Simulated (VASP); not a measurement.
Wanted: the native input for a VASP 6.6.1 run.

- Task: single point
- Functional: PBE
- Potentials or basis: VASP PAW PBE potentials, release 64 (Cd)
- Cutoff: 520 eV
- k mesh: 14 × 14 × 13
- Occupations: fermi-dirac, width 0.1 eV
- Spin: no spin polarisation
- Dipole correction: no
- Further INCAR settings: ALGO = Normal; EDIFF = 1e-06; NBANDS = 12

The structure of Cd lies in POSCAR:

```
Cd
1.0
    2.3777440192      0.0000000000      0.0000000000
   -1.1888720096      2.0591867243      0.0000000000
    0.0000000000      0.0000000000      2.3207244168
Cd
1
Direct
    0.0000000000      0.0000000000      0.0000000000
```

This cell differs from its parent crystal: volume scaled by 0.45.

The input as run:

INCAR

```
SYSTEM = Cd
ALGO = Normal
EDIFF = 1E-6
ENCUT = 520
GGA = PE
ISIF = 2
ISMEAR = -1
LASPH = .True.
LCHARG = .False.
LREAL = .False.
LWAVE = .False.
NBANDS = 12
NELM = 80
PREC = Accurate
SIGMA = 0.1
```

KPOINTS

```
k-points
0
Gamma
  14 14 13
  0 0 0
```

Potentials or basis: VASP PAW PBE potentials, release 64 (Cd).

Launch:

```console
$ cat potpaw_PBE.64/Cd/POTCAR > POTCAR
$ mpirun -np 1 vasp_std > vasp.out
```

It gave:

The pressure is 261.6 GPa and the band gap on the k mesh is zero (band 6 reaches 14.63 eV, above the bottom of band 7 at 8.48 eV).

It took 7.2 s on 1 thread of Intel(R) Xeon(R) 6975P-C (Granite Rapids), on a shared host, peak memory 0.13 GiB.
